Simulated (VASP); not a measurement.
# SiNi (Pmmn) in VASP: further runs

Aim: see how the results for SiNi move with the level of theory and the settings. Levels: RPBE, LDA. Tasks: single point.

Program: VASP 6.6.1. These are calculated values, not measurements. Logs are shortened: lines on timing, memory, paths and dates and some standing lists are left out, and cuts for length are marked.

### 1 The cell of the first run

The structure is orthorhombic, space group Pmmn (No. 59). Conventional cell: a = 2.923 Å, b = 3.258 Å, c = 4.646 Å, α = 90.00°, β = 90.00°, γ = 90.00°. Ni (site symmetry mm2) has 6 Si at 2.32 to 2.35 Å and 6 Ni at 2.63 to 2.92 Å within 3.1 Å. Within 3.1 Å of Si (site symmetry mm2) lie 6 Ni at 2.32 to 2.35 Å and 6 Si at 2.63 to 2.92 Å.

### 2 Single point, RPBE, collinear spin, ferromagnetic start

Contents of INCAR:

```
SYSTEM = SiNi
PREC = Accurate
ENCUT = 520
EDIFF = 1E-6
ISMEAR = -1
SIGMA = 0.05
LREAL = .False.
LASPH = .True.
NELM = 150
ALGO = Normal
ISIF = 2
LWAVE = .False.
LCHARG = .True.
ISPIN = 2
MAGMOM = 1 1 0 0
LORBIT = 11
LMAXMIX = 4
GGA = RP
LELF = .True.
LVHAR = .True.
NBANDS = 26
```

Contents of KPOINTS:

```
regular mesh
0
Gamma
  9 8 6
  0 0 0
```

Contents of POSCAR:

```
SiNi
1.0
    2.9230199262      0.0000000000      0.0000000000
    0.0000000000      3.2583092690      0.0000000000
    0.0000000000      0.0000000000      4.6460535540
Ni Si
2 2
Direct
    0.5000000000      0.5000000000      0.3424955900
    0.0000000000      0.0000000000      0.6575044100
    0.5000000000      0.5000000000      0.8431431600
    0.0000000000      0.0000000000      0.1568568400
```

Potentials or basis: VASP PAW PBE potentials, release 64 (Ni, Si).

Run with:

```sh
cat potpaw_PBE.64/Ni/POTCAR potpaw_PBE.64/Si/POTCAR > POTCAR
mpirun -np 1 vasp_std > vasp.out
```

OUTCAR:

```text
SYSTEM = SiNi
   PREC = Accurate
   ENCUT = 520
   EDIFF = 1E-6
   ISMEAR = -1
   LREAL = .False.
   LASPH = .True.
   NELM = 150
   ISIF = 2
   ISPIN = 2
   LORBIT = 11
   GGA = RP

 ion  position               nearest neighbor table
   1  0.500  0.500  0.342-   3 2.32   3 2.33   4 2.35   4 2.35   4 2.35   4 2.35   2 2.63   2 2.63
                             2 2.63   2 2.63
   2  0.000  0.000  0.658-   4 2.32   4 2.33   3 2.35   3 2.35   3 2.35   3 2.35   1 2.63   1 2.63
                             1 2.63   1 2.63
   3  0.500  0.500  0.843-   1 2.32   1 2.33   2 2.35   2 2.35   2 2.35   2 2.35   4 2.63   4 2.63
                             4 2.63   4 2.63
   4  0.000  0.000  0.157-   2 2.32   2 2.33   1 2.35   1 2.35   1 2.35   1 2.35   3 2.63   3 2.63
                             3 2.63   3 2.63

  LATTYP: Found a simple orthorhombic cell.
 ALAT       =     2.9230199262
 B/A-ratio  =     1.1147064855
 C/A-ratio  =     1.5894703667

  Lattice vectors:

 A1 = (   2.9230199262,   0.0000000000,   0.0000000000)
 A2 = (   0.0000000000,   3.2583092690,   0.0000000000)
 A3 = (   0.0000000000,   0.0000000000,   4.6460535540)

Analysis of symmetry for initial positions (statically):
=====================================================================
 Subroutine PRICEL returns:
 Original cell was already a primitive cell.

 Routine SETGRP: Setting up the symmetry group for a
 simple orthorhombic supercell.

 Subroutine GETGRP returns: Found  8 space group operations
 (whereof  4 operations were pure point group operations)
 out of a pool of  8 trial point group operations.

The static configuration has the point symmetry C_2v.
 The point group associated with its full space group is D_2h.

Analysis of symmetry for dynamics (positions and initial velocities):
=====================================================================
 Subroutine PRICEL returns:
 Original cell was already a primitive cell.

 Routine SETGRP: Setting up the symmetry group for a
 simple orthorhombic supercell.

 Subroutine GETGRP returns: Found  8 space group operations
 (whereof  4 operations were pure point group operations)
 out of a pool of  8 trial point group operations.

The dynamic configuration has the point symmetry C_2v.
 The point group associated with its full space group is D_2h.

Analysis of structural, dynamic, and magnetic symmetry:
=====================================================================
 Subroutine PRICEL returns:
 Original cell was already a primitive cell.

 Routine SETGRP: Setting up the symmetry group for a
 simple orthorhombic supercell.

 Subroutine GETGRP returns: Found  8 space group operations
 (whereof  4 operations were pure point group operations)
 out of a pool of  8 trial point group operations.

The overall configuration has the point symmetry C_2v.
 The point group associated with its full space group is D_2h.

 Subroutine INISYM returns: Found  8 space group operations
 (whereof  4 operations are pure point group operations),
 and found     1 'primitive' translations

----------------------------------------------------------------------------------------

                                     Primitive cell

  volume of cell :      44.2495

  direct lattice vectors                    reciprocal lattice vectors
     2.923019926  0.000000000  0.000000000     0.342111934  0.000000000  0.000000000
     0.000000000  3.258309269  0.000000000     0.000000000  0.306907638  0.000000000
     0.000000000  0.000000000  4.646053554     0.000000000  0.000000000  0.215236434

  length of vectors
     2.923019926  3.258309269  4.646053554     0.342111934  0.306907638  0.215236434

  position of ions in fractional coordinates (direct lattice)
     0.500000000  0.500000000  0.342495590
     0.000000000  0.000000000  0.657504410
     0.500000000  0.500000000  0.843143160
     0.000000000  0.000000000  0.156856840

  ion indices of the primitive-cell ions
   primitive index   ion index
                 1           1
                 2           2
                 3           3
                 4           4

----------------------------------------------------------------------------------------

 KPOINTS: regular mesh

Automatic generation of k-mesh.
 Grid dimensions read from file:
 generate k-points for:    9    8    6

 Generating k-lattice:

  Cartesian coordinates                     Fractional coordinates (reciprocal lattice)
     0.038012437  0.000000000  0.000000000     0.111111111  0.000000000  0.000000000
     0.000000000  0.038363455  0.000000000     0.000000000  0.125000000  0.000000000
     0.000000000  0.000000000  0.035872739     0.000000000  0.000000000  0.166666667

  Length of vectors
     0.038012437  0.038363455  0.035872739

  Shift w.r.t. Gamma in fractional coordinates (k-lattice)
     0.000000000  0.000000000  0.000000000

 Subroutine IBZKPT returns following result:
 ===========================================

 Found    100 irreducible k-points:

 Following reciprocal coordinates:
            Coordinates               Weight
  0.000000  0.000000  0.000000      1.000000
  0.111111  0.000000  0.000000      2.000000
  0.222222  0.000000  0.000000      2.000000
  0.333333  0.000000  0.000000      2.000000
  0.444444  0.000000  0.000000      2.000000
  0.000000  0.125000  0.000000      2.000000
[... 16 lines left out ...]
  0.222222  0.500000  0.000000      2.000000
  0.333333  0.500000  0.000000      2.000000
 [... further k-points ...]
   k-points           NKPTS =    100   k-points in BZ     NKDIM =    100   number of bands    NBANDS=     26
   number of dos      NEDOS =    301   number of ions     NIONS =      4
   total plane-waves  NPLWV =  20736
   dimension x,y,z NGX =    24 NGY =   24 NGZ =   36
   dimension x,y,z NGXF=    48 NGYF=   48 NGZF=   72
   ions per type =               2   2
   NGX,Y,Z   is equivalent  to a cutoff of  13.65, 12.25, 12.88 a.u.
   NGXF,Y,Z  is equivalent  to a cutoff of  27.30, 24.49, 25.76 a.u.
 SYSTEM =  SiNi
   PREC   = accura    normal or accurate (medium, high low for compatibility)
   ISTART =      0    job   : 0-new  1-cont  2-samecut
   ICHARG =      2    charge: 1-file 2-atom 10-const
   ISPIN  =      2    spin polarized calculation?
   LNONCOLLINEAR =      F non collinear calculations
   LSORBIT =      F    spin-orbit coupling
   LASPH  =      T    aspherical Exc in radial PAW
   ENCUT  =  520.0 eV  38.22 Ry    6.18 a.u.   5.43  6.06  8.64*2*pi/ulx,y,z
   NELM   =    150;   NELMIN=  2; NELMDL= -5     # of ELM steps
   EDIFF  = 0.1E-05   stopping-criterion for ELM
   LREAL  =      F    real-space projection
   EDIFFG = 0.1E-04   stopping-criterion for IOM
   NSW    =      0    number of steps for IOM
   IBRION =     -1    ionic relax: 0-MD 1-quasi-New 2-CG
   NFREE  =      0    steps in history (QN), initial steepest desc. (CG)
   ISIF   =      2    stress and relaxation
   ISYM   =      2    0-nonsym 1-usesym 2-fastsym
   POTIM  = 0.5000    time-step for ionic-motion
   TEBEG  =    0.0;   TEEND  =   0.0 temperature during run
   PSTRESS=    0.0 pullay stress
   NELECT =      28.0000    total number of electrons
   NUPDOWN=      -1.0000    fix difference up-down
   EMIN   =  10.00;   EMAX   =-10.00  energy-range for DOS
   EFERMI =   0.00;   METHOD = LEGACY
   ISMEAR =    -1;   SIGMA  =   0.05  broadening in eV -4-tet -1-fermi 0-gaus
   EFERMI_NEDOS =   21; number of points for ismear=-14 and -15
   IALGO  =     38    algorithm
   IMIX   =      4    mixing-type and parameters
     AMIX     =   0.40;   BMIX     =  1.00
     AMIX_MAG =   1.60;   BMIX_MAG =  1.00
  volume/ion in A,a.u.               =      11.06        74.65
  Fermi-wavevector in a.u.,A,eV,Ry     =   1.405480  2.655973 26.876605  1.975375
  Thomas-Fermi vector in A             =   2.527937
   LORBIT       =     11    0 simple, 1 ext, 2 COOP (PROOUT), +10 PAW based schemes
   GGA     = RP    functional components
   LHFCALC =     F    Hartree Fock is set to
   AEXX    =    0.0000 exact exchange contribution
   IVDW    =     0    specifies the selected vdW correction
   LEPSILON=     F    determine dielectric tensor
   LRPA    =     F    only Hartree local field effects (RPA)
 spin polarized calculation
  energy-cutoff  :      520.00
  volume of cell :       44.25
 maximum number of plane-waves:      1210
 NGX is ok and might be reduce to    24
   NGX = 11   NGY = 13   NGZ = 17

 number of electron      28.0000005 magnetization      -0.0001780

 number of electron      28.0000005 magnetization       0.0000116

 Free energy of the ion-electron system (eV)
  ---------------------------------------------------
  ext. energy  EPLUGINS =         0.00000000
  ---------------------------------------------------
  free energy    TOTEN  =       -21.78544777 eV

  energy without entropy =      -21.77723799  energy(sigma->0) =      -21.78134288

 E-fermi :  12.1902     XC(G=0): -12.6521

 val. band max:       12.1260144632   @ k =   0.4444   0.3750   0.5000
 cond. band min:      12.2062105236   @ k =   0.4444   0.5000   0.3333
 fundamental gap:      0.0801960603
 Fermi energy:        12.1901864106

 spin component 1

 k-point     1 :       0.0000    0.0000    0.0000
  band No.  band energies     occupation
      1      -2.1671      1.00000
      2       3.7513      1.00000
      3       5.3673      1.00000
      4       7.7335      1.00000
      5       8.2742      1.00000
      6       9.0990      1.00000
[... 18 lines left out ...]
     25      25.6986      0.00000
     26      25.8423      0.00000

 k-point     2 :       0.1111    0.0000    0.0000
  band No.  band energies     occupation
      1      -1.9560      1.00000
      2       3.9115      1.00000
      3       5.5336      1.00000
      4       7.6730      1.00000
      5       8.3561      1.00000
      6       8.9181      1.00000
[... 18 lines left out ...]
     25      24.0058      0.00000
[... 608 lines left out ...]
     25      27.6603      0.00000
     26      27.6603      0.00000

 k-point    24 :       0.3333    0.5000    0.0000
  band No.  band energies     occupation
      1       2.6891      1.00000
      2       2.6891      1.00000
      3       6.4755      1.00000
      4       6.4755      1.00000
      5       8.0450      1.00000
      6       8.0450      1.00000
[... 18 lines left out ...]
     25      29.2641      0.00000
     26      29.2641      0.00000

 [... further k-points ...]

 spin component 2

 k-point     1 :       0.0000    0.0000    0.0000
  band No.  band energies     occupation
      1      -2.1671      1.00000
      2       3.7513      1.00000
      3       5.3673      1.00000
      4       7.7335      1.00000
      5       8.2742      1.00000
      6       9.0990      1.00000
[... 18 lines left out ...]
     25      25.6986      0.00000
     26      25.8423      0.00000

 k-point     2 :       0.1111    0.0000    0.0000
  band No.  band energies     occupation
      1      -1.9560      1.00000
      2       3.9115      1.00000
      3       5.5336      1.00000
      4       7.6730      1.00000
      5       8.3561      1.00000
      6       8.9181      1.00000
[... 18 lines left out ...]
     25      24.0058      0.00000
[... 608 lines left out ...]
     25      27.6603      0.00000
     26      27.6603      0.00000

 k-point    24 :       0.3333    0.5000    0.0000
  band No.  band energies     occupation
      1       2.6891      1.00000
      2       2.6891      1.00000
      3       6.4755      1.00000
      4       6.4755      1.00000
      5       8.0450      1.00000
      6       8.0450      1.00000
[... 18 lines left out ...]
     25      29.2641      0.00000
     26      29.2641      0.00000

 [... further k-points ...]

------------------------ aborting loop because EDIFF is reached ----------------------------------------

  FORCE on cell =-STRESS in cart. coord.  units (eV):
  Direction    XX          YY          ZZ          XY          YZ          ZX
  --------------------------------------------------------------------------------------
  -------------------------------------------------------------------------------------
  Total        3.7539037      4.1322020      4.5154698      0.0000000      0.0000000      0.0000000
  in kB      135.9206441    149.6179979    163.4952840      0.0000000      0.0000000      0.0000000
  external PRESSURE =     149.6779753 kB  Pullay stress =       0.0000000 kB

 VOLUME and BASIS-vectors are now :
 -----------------------------------------------------------------------------
  energy-cutoff  :      520.00
  volume of cell :       44.25
      direct lattice vectors                 reciprocal lattice vectors
     2.923019926  0.000000000  0.000000000     0.342111934  0.000000000  0.000000000
     0.000000000  3.258309269  0.000000000     0.000000000  0.306907638  0.000000000
     0.000000000  0.000000000  4.646053554     0.000000000  0.000000000  0.215236434

 POSITION                                       TOTAL-FORCE (eV/Angst)
 -----------------------------------------------------------------------------------
      1.46151      1.62915      1.59125         0.000000      0.000000      0.139343
      0.00000      0.00000      3.05480         0.000000      0.000000     -0.139343
      1.46151      1.62915      3.91729         0.000000      0.000000      0.166187
      0.00000      0.00000      0.72877         0.000000      0.000000     -0.166187
 -----------------------------------------------------------------------------------
    total drift:                                0.000000      0.000000     -0.000000

  FREE ENERGIE OF THE ION-ELECTRON SYSTEM (eV)
  ---------------------------------------------------
  free  energy   TOTEN  =       -21.7854477731 eV

  energy  without entropy=      -21.7772379919  energy(sigma->0) =      -21.78134288

 total charge

# of ion       s       p       d       tot
------------------------------------------
    1        0.493   0.649   8.483   9.624
    2        0.493   0.649   8.483   9.624
    3        0.748   0.887   0.000   1.635
    4        0.748   0.887   0.000   1.635
--------------------------------------------------
tot          2.481   3.070  16.966  22.517

 magnetization (x)

# of ion       s       p       d       tot
------------------------------------------
    1       -0.000  -0.000  -0.000  -0.000
    2       -0.000  -0.000  -0.000  -0.000
    3       -0.000   0.000   0.000   0.000
    4       -0.000   0.000   0.000   0.000
--------------------------------------------------
tot         -0.000   0.000  -0.000  -0.000
```

Wall time 2.1 min (1 thread of AMD EPYC 9R45 (Zen 5), shared host); peak memory 0.25 GiB.

What came out:

```yaml
Free_energy: -21.7854 eV
Pressure: 15.0 GPa
Largest_force: 0.166 eV/Å
Band_gap_on_the_k_mesh: zero (filled and empty bands overlap)
Net_moment: 0.00 μB per cell
Valence_electrons_inside_the_program's_atomic_spheres: Ni 9.62; Si 1.64
```

Forces on the atoms (eV/Å):
```
Ni   0.000  0.000  0.139
Ni   0.000  0.000 -0.139
Si   0.000  0.000  0.166
Si   0.000  0.000 -0.166
```

Levels at points of the mesh, in eV from the Fermi level:
Spin up:
```csv
k point,band 10,band 11,band 12,band 13,band 14,band 15,band 16,band 17,band 18,band 19
"(0.00, 0.00, 0.00)",-2.79,-2.41,-2.09,-2.08,-1.39,1.28,2.82,5.30,5.61,7.46
"(0.00, 0.50, 0.00)",-2.87,-2.33,-2.33,-2.28,-2.28,1.22,1.22,5.09,5.09,7.97
"(0.00, 0.00, 0.50)",-2.86,-2.79,-2.14,1.11,1.63,2.02,2.50,2.98,3.68,4.62
"(0.00, 0.50, 0.50)",-2.65,-2.13,-2.13,-2.10,-2.10,5.30,5.30,5.51,5.51,7.24
```
Spin down:
```csv
k point,band 10,band 11,band 12,band 13,band 14,band 15,band 16,band 17,band 18,band 19
"(0.00, 0.00, 0.00)",-2.79,-2.41,-2.09,-2.08,-1.39,1.28,2.82,5.30,5.61,7.46
"(0.00, 0.50, 0.00)",-2.87,-2.33,-2.33,-2.28,-2.28,1.22,1.22,5.09,5.09,7.97
"(0.00, 0.00, 0.50)",-2.86,-2.79,-2.14,1.11,1.63,2.02,2.50,2.98,3.68,4.62
"(0.00, 0.50, 0.50)",-2.65,-2.13,-2.13,-2.10,-2.10,5.30,5.30,5.51,5.51,7.24
```

Caveat: the cell stands under pressure; the PAW data sets were made with another functional, which shifts forces and pressure a little.

### 3 Single point, RPBE, collinear spin, ferromagnetic start

This run uses another cell than the first one, of 11.29 Å³/atom.

Contents of INCAR:

```
PREC = Accurate ; ENCUT = 520
EDIFF = 1E-6 ; ISMEAR = -1
SIGMA = 0.05 ; LREAL = F
LASPH = T ; NELM = 150
ALGO = Normal ; ISIF = 2
LWAVE = F ; LCHARG = F
ISPIN = 2 ; MAGMOM = 1 1 0 0
LORBIT = 11 ; LMAXMIX = 4
GGA = RP ; NBANDS = 26
```

Contents of KPOINTS:

```
Automatic mesh
0
Gamma
  9 8 6
```

Contents of POSCAR:

```
SiNi
1.0
    2.9427706600      0.0000000000      0.0000000000
    0.0000000000      3.2803255400      0.0000000000
    0.0000000000      0.0000000000      4.6774467600
Ni Si
2 2
Direct
    0.5000000000      0.5000000000      0.3424955900
    0.0000000000      0.0000000000      0.6575044100
    0.5000000000      0.5000000000      0.8431431600
    0.0000000000      0.0000000000      0.1568568400
```

Potentials or basis: VASP PAW PBE potentials, release 64 (Ni, Si).

Run with:

```sh
cat potpaw_PBE.64/Ni/POTCAR potpaw_PBE.64/Si/POTCAR > POTCAR
mpirun -np 1 vasp_std > vasp.out
```

Wall time 2.1 min (1 thread of AMD EPYC 9R45 (Zen 5), shared host); peak memory 0.26 GiB.

Results (log left out):

```
Free energy                                           : -21.8565 eV
Pressure                                              : 10.4 GPa
Largest force                                         : 0.126 eV/Å
Band gap on the k mesh                                : zero (filled and empty bands overlap)
Net moment                                            : 0.00 μB per cell
Valence electrons inside the program's atomic spheres : Ni 9.58; Si 1.62
```

Forces in eV/Å, atoms in the order of the input:
```
Ni   0.000  0.000  0.078
Ni   0.000  0.000 -0.078
Si   0.000  0.000  0.126
Si   0.000  0.000 -0.126
```

Stress tensor (GPa, compression positive):
```
 9.62  0.00  0.00
 0.00 10.53  0.00
 0.00  0.00 10.94
```

Levels at points of the mesh, in eV from the Fermi level:
Spin up:
| k point | band 10 | band 11 | band 12 | band 13 | band 14 | band 15 | band 16 | band 17 | band 18 | band 19 |
| --- | --- | --- | --- | --- | --- | --- | --- | --- | --- | --- |
| (0.00, 0.00, 0.00) | -2.72 | -2.34 | -2.03 | -2.02 | -1.36 | 1.26 | 2.75 | 5.20 | 5.54 | 7.32 |
| (0.00, 0.50, 0.00) | -2.79 | -2.27 | -2.27 | -2.21 | -2.21 | 1.18 | 1.18 | 5.01 | 5.01 | 7.88 |
| (0.00, 0.00, 0.50) | -2.79 | -2.71 | -2.08 | 1.09 | 1.62 | 2.02 | 2.43 | 2.92 | 3.60 | 4.56 |
| (0.00, 0.50, 0.50) | -2.57 | -2.07 | -2.07 | -2.05 | -2.05 | 5.23 | 5.23 | 5.42 | 5.42 | 7.17 |
Spin down:
```tsv
k point	band 11	band 12	band 13	band 14	band 15	band 16	band 17	band 18
(0.00, 0.00, 0.00)	-2.34	-2.03	-2.02	-1.36	1.26	2.75	5.20	5.54
(0.00, 0.50, 0.00)	-2.27	-2.27	-2.21	-2.21	1.18	1.18	5.01	5.01
(0.00, 0.00, 0.50)	-2.71	-2.08	1.09	1.62	2.02	2.43	2.92	3.60
(0.00, 0.50, 0.50)	-2.07	-2.07	-2.05	-2.05	5.23	5.23	5.42	5.42
```

Caveat: the cell stands under pressure; the PAW data sets were made with another functional, which shifts forces and pressure a little.

[end of part 1 of 2]
